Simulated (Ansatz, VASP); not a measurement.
Two plane-wave programs on GeMo2

The input INCAR:

```
ALGO = Fast
EDIFF = 1E-7
ENCUT = 520
GGA = PE
ISIF = 2
ISMEAR = 0
LASPH = True
LCHARG = False
LREAL = False
LWAVE = False
NBANDS = 28
NELM = 100
PREC = Accurate
SIGMA = 0.1
```

Contents of KPOINTS:

```
k-points
0
Gamma
  6 6 6
```

The input POSCAR:

```
GeMo2
1.0
    0.0000000000      3.0103493600      3.0103493600
    3.0103493600      0.0000000000      3.0103493600
    3.0103493600      3.0103493600      0.0000000000
Ge Mo
1 2
Direct
    0.5000000000      0.5000000000      0.5000000000
    0.2500000000      0.2500000000      0.2500000000
    0.7500000000      0.7500000000      0.7500000000
```

Input for Ansatz:

```yaml
crystal:
  lattice:
    - [0.0, 3.01034936, 3.01034936]
    - [3.01034936, 0.0, 3.01034936]
    - [3.01034936, 3.01034936, 0.0]
  atoms:
    - { symbol: Ge, position: [0.5, 0.5, 0.5] }
    - { symbol: Mo, position: [0.25, 0.25, 0.25] }
    - { symbol: Mo, position: [0.75, 0.75, 0.75] }
basis:
  ecutwfc: 420
kpoints:
  mp_grid: { grid: [6, 6, 6] }
hamiltonian:
  xc: pbe
scf:
  occupations: { method: gaussian, width: 0.1 }
  lower_state_search: "off"
output:
  forces: true
  stress: true
  eigenvalues: true
```

Alike in both runs: task single point; functional PBE; k mesh 6 × 6 × 6; occupations gaussian, width 0.1 eV; no spin polarisation.

|  | VASP | Ansatz |
| --- | --- | --- |
| version | VASP 6.6.1 | Ansatz 0.2.0 |
| potentials or method | VASP PAW PBE potentials, release 64 (Ge_d, Mo_sv), cutoff 520 eV | scalar-relativistic, plane waves, PAW |
| valence electrons in the cell | 42 | 42 |

|  | VASP | Ansatz | Ansatz less VASP |
| --- | --- | --- | --- |
| gap on the k mesh at the Fermi level (eV) | none | none | - |
| pressure (GPa) | -5.7 | -6.0 | -0.28 |

A gap of «none» marks a metal or a gap that the smearing closes.
